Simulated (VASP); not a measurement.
A run of VASP 6.6.1 is set up as follows.

INCAR

```
SYSTEM = ZnSe
PREC = Accurate
ENCUT = 520
EDIFF = 1E-7
ISMEAR = -1
SIGMA = 0.08
LREAL = .False.
LASPH = .True.
NELM = 100
ALGO = Normal
ISIF = 2
LWAVE = .False.
LCHARG = .True.
GGA = PE
LELF = .True.
LVHAR = .True.
NBANDS = 26
```

File KPOINTS:

```
regular mesh
0
Gamma
  11 11 6
  0 0 0
```

Contents of POSCAR:

```
ZnSe
1.0
    3.4893880245      0.0000000000      0.0000000000
   -1.7446940123      3.0218986729      0.0000000000
    0.0000000000      0.0000000000      5.7706914280
Zn Se
2 2
Direct
    0.0000000000      0.0000000000      0.0000000000
    0.0000000000      0.0000000000      0.5000000000
    0.3333333333      0.6666666667      0.2500000000
    0.6666666667      0.3333333333      0.7500000000
```

Potentials or basis: VASP PAW PBE potentials, release 64 (Zn, Se).

Launch:

```bash
$ cat potpaw_PBE.64/Zn/POTCAR potpaw_PBE.64/Se/POTCAR > POTCAR
$ mpirun -np 1 vasp_std > vasp.out
```

Estimate the pressure.

31.7 GPa.

Predict the band gap on the k mesh.

zero (bands 18 and 19 overlap by 0.62 eV).

Caveat: the cell stands under pressure; semilocal functionals underestimate gaps, and a narrow one can read as zero.
